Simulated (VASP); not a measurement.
Set up this calculation in VASP 6.6.1, as the native input.

```
Task                   : single point
Functional             : PBEsol
Potentials or basis    : VASP PAW PBE potentials, release 64 (Ca_sv)
Cutoff                 : 520 eV
k mesh                 : 14 × 14 × 8
Occupations            : fermi-dirac, width 0.1 eV
Spin                   : no spin polarisation
Dipole correction      : no
Further INCAR settings : ALGO = Normal; EDIFF = 1e-06; NBANDS = 17
```

The structure of Ca lies in POSCAR:

```
Ca
1.0
    3.8583637829      0.0000000000      0.0000000000
   -1.9291818915      3.3414410530      0.0000000000
    0.0000000000      0.0000000000      6.3354634212
Ca
2
Direct
    0.3333333333      0.6666666667      0.2500000000
    0.6666666667      0.3333333333      0.7500000000
```

This isn't the form of Ca at room conditions, which is fcc.

One way to write it, as run:

INCAR

```
PREC     = Accurate       # precision mode
ENCUT    = 520            # plane-wave cutoff, eV
EDIFF    = 1E-6           # SCF threshold, eV
ISMEAR   = -1             # smearing method
SIGMA    = 0.1            # smearing width, eV
LREAL    = F              # projectors in reciprocal space
LASPH    = T              # aspherical terms in the spheres
NELM     = 80             # most SCF steps
ALGO     = Normal         # electronic algorithm
ISIF     = 2              # what is computed and relaxed
LWAVE    = F              # write WAVECAR
LCHARG   = T              # write CHGCAR
GGA      = PS             # functional
LELF     = T              # ELF
LVHAR    = T            
NBANDS   = 17             # bands
```

KPOINTS

```
Automatic mesh
0
Gamma
  14 14 8
```

Potentials or basis: VASP PAW PBE potentials, release 64 (Ca_sv).

Launch:

```sh
$ cat potpaw_PBE.64/Ca_sv/POTCAR > POTCAR
$ mpirun -np 1 vasp_std > vasp.out
```

It gave:

| Property | Result |
| --- | --- |
| Pressure | 0.0 GPa |
| Band gap on the k mesh | zero (bands 10 and 11 overlap by 0.39 eV) |

Caveat: the PAW data sets were made with another functional, which shifts forces and pressure a little.

Run time: 3.1 min on 1 thread of Oxide Virtual Turin-like Processor, with other jobs on the host, peak memory 0.25 GiB.
